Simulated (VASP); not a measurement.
# TiSi2: single point with PBE

Crystal: TiSi2.

```xyz
3
Lattice="3.3898 0.0000 0.0000 0.0000 3.3898 0.0000 0.0000 0.0000 4.8683" Properties=species:S:1:pos:R:3 pbc="T T T"
Ti    0.0000    0.0000    2.4341
Si    1.6949    1.6949    0.0000
Si    0.0000    0.0000    0.0000
```

```json
{
  "Program": "VASP 6.6.1",
  "Task": "single point",
  "Functional": "PBE",
  "Potentials or basis": "VASP PAW PBE potentials, release 64 (Ti_sv, Si)",
  "Cutoff": "520 eV",
  "k mesh": "6 × 6 × 6",
  "Occupations": "gaussian, width 0.1 eV",
  "Spin": "no spin polarisation"
}
```

```yaml
Pressure: -0.1 GPa
Band_gap_on_the_k_mesh: zero (band 10 reaches 7.66 eV, above the bottom of band 11 at 6.66 eV)
```

Stress tensor (GPa, compression positive):
```
-0.09  0.00  0.00
 0.00 -0.09  0.00
 0.00  0.00  0.01
```

Levels at points of the mesh, in eV from the Fermi level:
```
           k point  band 6  band 7  band 8  band 9  band 10  band 11  band 12  band 13  band 14  band 15
(0.00, 0.00, 0.00)   -3.92   -2.25   -1.40   -1.40    -0.57    -0.45     0.89     0.89     1.69     3.14
(0.50, 0.00, 0.00)   -9.05   -2.28   -1.12   -0.60     0.47     1.11     1.11     1.40     1.71     2.21
(0.50, 0.50, 0.00)   -6.41   -5.73   -5.73   -0.55    -0.55     0.00     0.75     1.14     2.05     2.07
(0.00, 0.00, 0.50)   -5.94   -1.84   -1.84   -1.26    -0.33     0.96     1.71     2.15     2.15     2.56
(0.50, 0.00, 0.50)   -8.94   -3.48   -2.56   -0.42    -0.04     0.86     1.01     1.50     2.60     3.34
(0.50, 0.50, 0.50)   -6.16   -5.87   -5.87   -2.23    -1.81     1.31     1.31     1.36     1.36     2.07
```

Run time: 15 s on 1 thread of Intel(R) Xeon(R) 6975P-C (Granite Rapids), with other jobs on the host, peak memory 0.18 GiB.
